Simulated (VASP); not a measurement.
Runs of VASP 6.6.1 on GaB2. The structure is that of space group Fm-3m (No. 225), or close to it. The cells are those of the table. 

```tsv
task	cell	k mesh	gap on the mesh (eV)	pressure (GPa)
single point	a = 3.483 Å, angles 60.0°, 3 atoms	6 × 6 × 6	none	(a)
single point	a = 3.604 Å, angles 60.0°, 3 atoms	6 × 6 × 6	none	0.2
single point	a = 3.610 Å, angles 60.0°, 3 atoms	16 × 16 × 16	none	0.1
relaxation of cell and atoms	relaxed from a = 3.483 Å, angles 60.0°, 3 atoms	6 × 6 × 6	none	0.0
```

Alike in all rows: level PBE; potentials or basis VASP PAW PBE potentials, release 64 (Ga_d, B); no spin polarisation; cutoff (eV) 500; smearing gaussian 0.1 eV.

Question: Estimate the missing entries.

Answer: (a) 16.5.

Caveats: some runs use coarse meshes.

A k mesh can miss the band edges, and the runs leave out spin-orbit coupling on Ga.

A gap of «none» marks levels without a gap at the run's occupations.
